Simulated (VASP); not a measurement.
Input of a VASP 6.6.1 run:

INCAR

```
SYSTEM = Ti
ALGO = Normal
DIPOL = 0.5 0.5 0.500
EDIFF = 1E-7
ENCUT = 520
IDIPOL = 3
ISIF = 2
ISMEAR = 0
LASPH = .True.
LCHARG = .False.
LDIPOL = .True.
LREAL = .False.
LWAVE = .False.
NBANDS = 32
NELM = 60
PREC = Accurate
SIGMA = 0.1
```

File KPOINTS:

```
k-points
0
Gamma
  12 12 1
  0 0 0
```

POSCAR

```
Ti
1.0
    2.8641158409      0.0000000000      0.0000000000
   -1.4320579204      2.4803970776      0.0000000000
    0.0000000000      0.0000000000     20.8030624334
Ti
4
Direct
    0.6666666667      0.3333333333      0.3364889195
    0.3333333333      0.6666666667      0.4454963065
    0.6666666667      0.3333333333      0.5588929903
    0.3333333333      0.6666666667      0.6605392573
```

Potentials or basis: VASP PAW LDA potentials, release 64 (Ti_sv).

The run is started by

```bash
$ cat potpaw_LDA.64/Ti_sv/POTCAR > POTCAR
$ mpirun -np 1 vasp_std > vasp.out
```

Task: Estimate the largest force.

Result: 0.636 eV/Å.

Task: Predict the band gap on the k mesh.

Result: Zero (band 24 reaches 1.94 eV, above the bottom of band 25 at 1.01 eV).

Forces in eV/Å, atoms in the order of the input:
```
Ti   0.000  0.000  0.636
Ti   0.000  0.000 -0.607
Ti   0.000  0.000 -0.027
Ti   0.000  0.000 -0.003
```
